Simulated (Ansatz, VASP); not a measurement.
# Two plane-wave programs on Ca2AsI

```xyz
4
Lattice="2.1337 1.2319 7.2041 -2.1337 1.2319 7.2041 0.0000 -2.4637 7.2041" Properties=species:S:1:pos:R:3 pbc="T T T"
Ca    0.0000    0.0000    5.0278
Ca    0.0000    0.0000   16.5844
As    0.0000    0.0000   10.8061
I     0.0000    0.0000    0.0000
```

Alike in both runs: functional LDA; k mesh 6 × 6 × 6; occupations gaussian, width 0.02 eV; no spin polarisation.

Ansatz relaxed the structure, and its values are those at the end. VASP's run is a single point on that final structure, the one shown.

```csv
,VASP,Ansatz
version,VASP 6.6.1,Ansatz 0.2.0
potentials or method,"VASP PAW LDA potentials, release 64 (Ca_sv, As, I), cutoff 520 eV","scalar-relativistic, plane waves, PAW"
valence electrons in the cell,32,52
```

```tsv
	VASP	Ansatz	Ansatz less VASP
gap on the k mesh at the Fermi level (eV)	1.20	1.22	+0.014
least direct gap on the mesh (eV)	1.53	1.55	+0.015
pressure (GPa)	0.2	0.0	-0.20
rms of the force components (eV/Å)	0.011	0.000	-0.0102
```

LDA's correlation is that of Perdew and Zunger in VASP and of Perdew and Wang (1992) in Ansatz. VASP's potentials hold 32 valence electrons a cell and Ansatz's 52, so a difference there can come from the potentials and not from the codes.

Neither program's run includes spin-orbit coupling.
